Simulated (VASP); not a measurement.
# BaZrO3 (Pm-3m) in VASP: electric field gradients with PBE+D3(BJ)

Aim: the electric field gradients of BaZrO3 with PBE+D3(BJ).

Program: VASP 6.6.1. These are calculated values, not measurements. Logs are shortened: lines on timing, memory, paths and dates and some standing lists are left out, and cuts for length are marked.

### 1 The cell of the first run

The structure is cubic, space group Pm-3m (No. 221). The conventional cell has a = 4.191 Å, b = 4.191 Å, c = 4.191 Å, α = 90.00°, β = 90.00°, γ = 90.00°. Ba (site symmetry m-3m) has 12 O at 2.96 Å and 8 Zr at 3.63 Å within 3.9 Å. Within 2.8 Å of Zr (site symmetry m-3m) lie 6 O at 2.10 Å. Within 2.8 Å of O (site symmetry 4/mmm) lie 2 Zr at 2.10 Å.

### 2 Electric field gradients, PBE+D3(BJ)

Contents of INCAR:

```
PREC = Accurate ; ENCUT = 520
EDIFF = 1E-8 ; ISMEAR = -1
SIGMA = 0.02 ; LREAL = F
LASPH = T ; NELM = 100
ALGO = Normal ; ISIF = 2
LWAVE = F ; LCHARG = F
GGA = PE ; IVDW = 12
LEFG = T ; NBANDS = 28
```

Contents of KPOINTS:

```
Automatic mesh
0
Gamma
  8 8 8
```

Contents of POSCAR:

```
BaZrO3
1.0
    4.1913400000      0.0000000000      0.0000000000
    0.0000000000      4.1913400000      0.0000000000
    0.0000000000      0.0000000000      4.1913400000
Ba Zr O
1 1 3
Direct
    0.0000000000      0.0000000000      0.0000000000
    0.5000000000      0.5000000000      0.5000000000
    0.0000000000      0.5000000000      0.5000000000
    0.5000000000      0.0000000000      0.5000000000
    0.5000000000      0.5000000000      0.0000000000
```

Potentials or basis: VASP PAW PBE potentials, release 64 (Ba_sv, Zr_sv, O).

Launch:

```bash
$ cat potpaw_PBE.64/Ba_sv/POTCAR potpaw_PBE.64/Zr_sv/POTCAR potpaw_PBE.64/O/POTCAR > POTCAR
$ mpirun -np 1 vasp_std > vasp.out
```

OUTCAR:

```text
PREC = Accurate
   ENCUT = 520
   EDIFF = 1E-8
   ISMEAR = -1
   LREAL = F
   LASPH = T
   NELM = 100
   ISIF = 2
   GGA = PE
   IVDW = 12
 IVDW          = 12

 ion  position               nearest neighbor table
   1  0.000  0.000  0.000-   3 2.96   4 2.96   5 2.96   3 2.96   4 2.96   3 2.96   5 2.96   3 2.96
                             4 2.96   5 2.96   4 2.96   5 2.96   2 3.63   2 3.63   2 3.63   2 3.63
   2  0.500  0.500  0.500-   3 2.10   4 2.10   5 2.10   5 2.10   4 2.10   3 2.10   1 3.63   1 3.63
                             1 3.63   1 3.63   1 3.63   1 3.63   1 3.63   1 3.63
   3  0.000  0.500  0.500-   2 2.10   2 2.10   1 2.96   1 2.96   1 2.96   1 2.96
   4  0.500  0.000  0.500-   2 2.10   2 2.10   1 2.96   1 2.96   1 2.96   1 2.96
   5  0.500  0.500  0.000-   2 2.10   2 2.10   1 2.96   1 2.96   1 2.96   1 2.96

  LATTYP: Found a simple cubic cell.
 ALAT       =     4.1913400000

  Lattice vectors:

 A1 = (   4.1913400000,   0.0000000000,   0.0000000000)
 A2 = (   0.0000000000,   4.1913400000,   0.0000000000)
 A3 = (   0.0000000000,   0.0000000000,   4.1913400000)

Analysis of symmetry for initial positions (statically):
=====================================================================
 Subroutine PRICEL returns:
 Original cell was already a primitive cell.

 Routine SETGRP: Setting up the symmetry group for a
 simple cubic supercell.

 Subroutine GETGRP returns: Found 48 space group operations
 (whereof 48 operations were pure point group operations)
 out of a pool of 48 trial point group operations.

The static configuration has the point symmetry O_h .

Analysis of symmetry for dynamics (positions and initial velocities):
=====================================================================
 Subroutine PRICEL returns:
 Original cell was already a primitive cell.

 Routine SETGRP: Setting up the symmetry group for a
 simple cubic supercell.

 Subroutine GETGRP returns: Found 48 space group operations
 (whereof 48 operations were pure point group operations)
 out of a pool of 48 trial point group operations.

The dynamic configuration has the point symmetry O_h .

 Subroutine INISYM returns: Found 48 space group operations
 (whereof 48 operations are pure point group operations),
 and found     1 'primitive' translations

----------------------------------------------------------------------------------------

                                     Primitive cell

  volume of cell :      73.6307

  direct lattice vectors                    reciprocal lattice vectors
     4.191340000  0.000000000  0.000000000     0.238587182  0.000000000  0.000000000
     0.000000000  4.191340000  0.000000000     0.000000000  0.238587182  0.000000000
     0.000000000  0.000000000  4.191340000     0.000000000  0.000000000  0.238587182

  length of vectors
     4.191340000  4.191340000  4.191340000     0.238587182  0.238587182  0.238587182

  position of ions in fractional coordinates (direct lattice)
     0.000000000  0.000000000  0.000000000
     0.500000000  0.500000000  0.500000000
     0.000000000  0.500000000  0.500000000
     0.500000000  0.000000000  0.500000000
     0.500000000  0.500000000  0.000000000

  ion indices of the primitive-cell ions
   primitive index   ion index
                 1           1
                 2           2
                 3           3
                 4           4
                 5           5

----------------------------------------------------------------------------------------

 KPOINTS: Automatic mesh

Automatic generation of k-mesh.
 Grid dimensions read from file:
 generate k-points for:    8    8    8

 Generating k-lattice:

  Cartesian coordinates                     Fractional coordinates (reciprocal lattice)
     0.029823398  0.000000000  0.000000000     0.125000000  0.000000000  0.000000000
     0.000000000  0.029823398  0.000000000     0.000000000  0.125000000  0.000000000
     0.000000000  0.000000000  0.029823398     0.000000000  0.000000000  0.125000000

  Length of vectors
     0.029823398  0.029823398  0.029823398

  Shift w.r.t. Gamma in fractional coordinates (k-lattice)
     0.000000000  0.000000000  0.000000000

 Subroutine IBZKPT returns following result:
 ===========================================

 Found     35 irreducible k-points:

 Following reciprocal coordinates:
            Coordinates               Weight
  0.000000  0.000000  0.000000      1.000000
  0.125000  0.000000  0.000000      6.000000
  0.250000  0.000000  0.000000      6.000000
  0.375000  0.000000  0.000000      6.000000
  0.500000  0.000000  0.000000      3.000000
  0.125000  0.125000  0.000000     12.000000
[... 16 lines left out ...]
  0.375000  0.375000  0.125000     24.000000
  0.500000  0.375000  0.125000     24.000000
 [... further k-points ...]
   k-points           NKPTS =     35   k-points in BZ     NKDIM =     35   number of bands    NBANDS=     28
   number of dos      NEDOS =    301   number of ions     NIONS =      5
   total plane-waves  NPLWV =  32768
   dimension x,y,z NGX =    32 NGY =   32 NGZ =   32
   dimension x,y,z NGXF=    64 NGYF=   64 NGZF=   64
   ions per type =               1   1   3
   NGX,Y,Z   is equivalent  to a cutoff of  12.69, 12.69, 12.69 a.u.
   NGXF,Y,Z  is equivalent  to a cutoff of  25.39, 25.39, 25.39 a.u.
 SYSTEM =  unknown system
   PREC   = accura    normal or accurate (medium, high low for compatibility)
   ISTART =      0    job   : 0-new  1-cont  2-samecut
   ICHARG =      2    charge: 1-file 2-atom 10-const
   ISPIN  =      1    spin polarized calculation?
   LNONCOLLINEAR =      F non collinear calculations
   LSORBIT =      F    spin-orbit coupling
   LASPH  =      T    aspherical Exc in radial PAW
   ENCUT  =  520.0 eV  38.22 Ry    6.18 a.u.   7.79  7.79  7.79*2*pi/ulx,y,z
   NELM   =    100;   NELMIN=  2; NELMDL= -5     # of ELM steps
   EDIFF  = 0.1E-07   stopping-criterion for ELM
   LREAL  =      F    real-space projection
   EDIFFG = 0.1E-06   stopping-criterion for IOM
   NSW    =      0    number of steps for IOM
   IBRION =     -1    ionic relax: 0-MD 1-quasi-New 2-CG
   NFREE  =      0    steps in history (QN), initial steepest desc. (CG)
   ISIF   =      2    stress and relaxation
   ISYM   =      2    0-nonsym 1-usesym 2-fastsym
   POTIM  = 0.5000    time-step for ionic-motion
   TEBEG  =    0.0;   TEEND  =   0.0 temperature during run
   PSTRESS=    0.0 pullay stress
   NELECT =      40.0000    total number of electrons
   NUPDOWN=      -1.0000    fix difference up-down
   EMIN   =  10.00;   EMAX   =-10.00  energy-range for DOS
   EFERMI =   0.00;   METHOD = LEGACY
   ISMEAR =    -1;   SIGMA  =   0.02  broadening in eV -4-tet -1-fermi 0-gaus
   EFERMI_NEDOS =   21; number of points for ismear=-14 and -15
   IALGO  =     38    algorithm
   IMIX   =      4    mixing-type and parameters
     AMIX     =   0.40;   BMIX     =  1.00
     AMIX_MAG =   1.60;   BMIX_MAG =  1.00
  volume/ion in A,a.u.               =      14.73        99.38
  Fermi-wavevector in a.u.,A,eV,Ry     =   1.335802  2.524299 24.277770  1.784366
  Thomas-Fermi vector in A             =   2.464478
   LORBIT       =      0    0 simple, 1 ext, 2 COOP (PROOUT), +10 PAW based schemes
   GGA     = PE    functional components
   LHFCALC =     F    Hartree Fock is set to
   AEXX    =    0.0000 exact exchange contribution
   IVDW    =    12    specifies the selected vdW correction
   LEPSILON=     F    determine dielectric tensor
   LRPA    =     F    only Hartree local field effects (RPA)
 non-spin polarized calculation
  energy-cutoff  :      520.00
  volume of cell :       73.63
 maximum number of plane-waves:      2000
 NGX is ok and might be reduce to    32
   NGX = 15   NGY = 15   NGZ = 15

 number of electron      40.0000000 magnetization

 Free energy of the ion-electron system (eV)
  ---------------------------------------------------
  ext. energy  EPLUGINS =         0.00000000
  ---------------------------------------------------
  free energy    TOTEN  =       -41.68642554 eV

  energy without entropy =      -41.68642554  energy(sigma->0) =      -41.68642554

 E-fermi :   4.2375     XC(G=0): -10.7713

 val. band max:        3.7890690617   @ k =   0.5000   0.5000   0.5000
 cond. band min:       6.9788213475   @ k =   0.0000   0.0000   0.0000
 fundamental gap:      3.1897522858
 Fermi energy:         4.2374557492

 k-point     1 :       0.0000    0.0000    0.0000
  band No.  band energies     occupation
      1     -43.2293      2.00000
      2     -21.5264      2.00000
      3     -21.3905      2.00000
      4     -21.3905      2.00000
      5     -21.3905      2.00000
      6     -12.5828      2.00000
[... 20 lines left out ...]
     27      11.2370      0.00000
     28      11.2370      0.00000

 k-point     2 :       0.1250    0.0000    0.0000
  band No.  band energies     occupation
      1     -43.2288      2.00000
      2     -21.5740      2.00000
      3     -21.3895      2.00000
      4     -21.3895      2.00000
      5     -21.3717      2.00000
      6     -12.5774      2.00000
[... 20 lines left out ...]
     27      11.2377      0.00000
     28      11.7355      0.00000

 k-point     3 :       0.2500    0.0000    0.0000
  band No.  band energies     occupation
      1     -43.2276      2.00000
      2     -21.6718      2.00000
      3     -21.3870      2.00000
      4     -21.3870      2.00000
      5     -21.3408      2.00000
      6     -12.6374      2.00000
[... 616 lines left out ...]
      3     -21.5985      2.00000
      4     -21.4208      2.00000
      5     -21.3805      2.00000
      6     -12.3250      2.00000
[... 20 lines left out ...]
     27      11.9471      0.00000
     28      12.6945      0.00000

 k-point    24 :       0.5000    0.3750    0.1250
  band No.  band energies     occupation
      1     -43.2226      2.00000
      2     -21.6620      2.00000
      3     -21.5978      2.00000
      4     -21.4162      2.00000
      5     -21.4036      2.00000
      6     -12.3081      2.00000
[... 20 lines left out ...]
     27      12.2333      0.00000
     28      12.8935      0.00000

 [... further k-points ...]

------------------------ aborting loop because EDIFF is reached ----------------------------------------

 Edisp (eV)   -1.22916

 E8    (eV) :    -0.5757

  FORCE on cell =-STRESS in cart. coord.  units (eV):
  Direction    XX          YY          ZZ          XY          YZ          ZX
  --------------------------------------------------------------------------------------
  -------------------------------------------------------------------------------------
  Total       1.08519     1.08519     1.08519     0.00000    -0.00000    -0.00000
  in kB      23.61343    23.61343    23.61343     0.00000    -0.00000    -0.00000
  external pressure =       23.61 kB  Pullay stress =        0.00 kB

 VOLUME and BASIS-vectors are now :
 -----------------------------------------------------------------------------
  energy-cutoff  :      520.00
  volume of cell :       73.63
      direct lattice vectors                 reciprocal lattice vectors
     4.191340000  0.000000000  0.000000000     0.238587182  0.000000000  0.000000000
     0.000000000  4.191340000  0.000000000     0.000000000  0.238587182  0.000000000
     0.000000000  0.000000000  4.191340000     0.000000000  0.000000000  0.238587182

 POSITION                                       TOTAL-FORCE (eV/Angst)
 -----------------------------------------------------------------------------------
      0.00000      0.00000      0.00000         0.000000      0.000000      0.000000
      2.09567      2.09567      2.09567         0.000000      0.000000      0.000000
      0.00000      2.09567      2.09567         0.000000      0.000000      0.000000
      2.09567      0.00000      2.09567         0.000000      0.000000      0.000000
      2.09567      2.09567      0.00000         0.000000      0.000000      0.000000
 -----------------------------------------------------------------------------------
    total drift:                                0.000000     -0.000000     -0.000000

  FREE ENERGIE OF THE ION-ELECTRON SYSTEM (eV)
  ---------------------------------------------------
  free  energy   TOTEN  =       -42.9155840243 eV

  energy  without entropy=      -42.9155840243  energy(sigma->0) =      -42.91558402

 Electric field gradients (V/A^2)
---------------------------------------------------------------------
 ion       V_xx      V_yy      V_zz      V_xy      V_xz      V_yz
---------------------------------------------------------------------
   1       0.000    -0.000     0.000     0.000     0.000    -0.000
   2      -0.000    -0.000    -0.000     0.000     0.000    -0.000
   3     -14.865     7.433     7.433    -0.000     0.000    -0.000
   4       7.433   -14.865     7.433    -0.000     0.000    -0.000
   5       7.433     7.433   -14.865     0.000     0.000    -0.000
---------------------------------------------------------------------

 Electric field gradients after diagonalization (V/A^2)
 (convention: |V_zz| > |V_xx| > |V_yy|)
----------------------------------------------------------------------
 ion       V_xx      V_yy      V_zz     asymmetry (V_yy - V_xx)/ V_zz
----------------------------------------------------------------------
   1      -0.000     0.000     0.000       1.302
   2      -0.000    -0.000    -0.000      -0.275
   3       7.433     7.433   -14.865       0.000
   4       7.433     7.433   -14.865       0.000
   5       7.433     7.433   -14.865       0.000
----------------------------------------------------------------------

           NMR quadrupolar parameters

 Cq : quadrupolar parameter    Cq=e*Q*V_zz/h
 eta: asymmetry parameters     (V_yy - V_xx)/ V_zz
 Q  : nuclear electric quadrupole moment in mb (millibarn)
----------------------------------------------------------------------
 ion       Cq(MHz)       eta       Q (mb)
----------------------------------------------------------------------
   1       0.000       1.302       1.000
   2      -0.000      -0.275       1.000
   3      -0.036       0.000       1.000
   4      -0.036       0.000       1.000
   5      -0.036       0.000       1.000
----------------------------------------------------------------------
```

It took 32 s on 1 thread of AMD EPYC 9R45 (Zen 5), shared host; peak memory 0.2 GiB.

What came out:

| Item | Value |
| --- | --- |
| Free energy | -42.9156 eV |
| Pressure | 2.4 GPa |
| Band gap on the k mesh | 3.19 eV, indirect (least direct gap 3.41 eV) |
| Dispersion energy per atom | -0.246 eV |

Levels at points of the mesh, in eV from the valence-band top:
```csv
k point,band 18,band 19,band 20,band 21,band 22,band 23
"(0.00, 0.00, 0.00)",-0.22,-0.22,-0.22,3.19,3.19,3.19
"(0.50, 0.00, 0.00)",-1.68,-0.45,-0.45,3.64,5.71,5.71
"(0.50, 0.50, 0.00)",-0.93,-0.79,-0.08,5.68,5.68,6.46
"(0.50, 0.50, 0.50)",0.00,0.00,0.00,5.98,5.98,5.98
```

Electric field gradients, principal values (V/Å²):
```csv
atom,least,middle,greatest (by size)
1 Ba,0.000,0.000,0.000
2 Zr,0.000,0.000,0.000
3 O,7.433,7.433,-14.865
4 O,7.433,7.433,-14.865
5 O,7.433,7.433,-14.865
```

Caveat: without QUAD_EFG the Cq values of the log hold for a quadrupole moment of 1 mb, not for the nuclei; spin-orbit coupling is left out, which moves the levels of the heavy elements. A k mesh can miss the band edges.
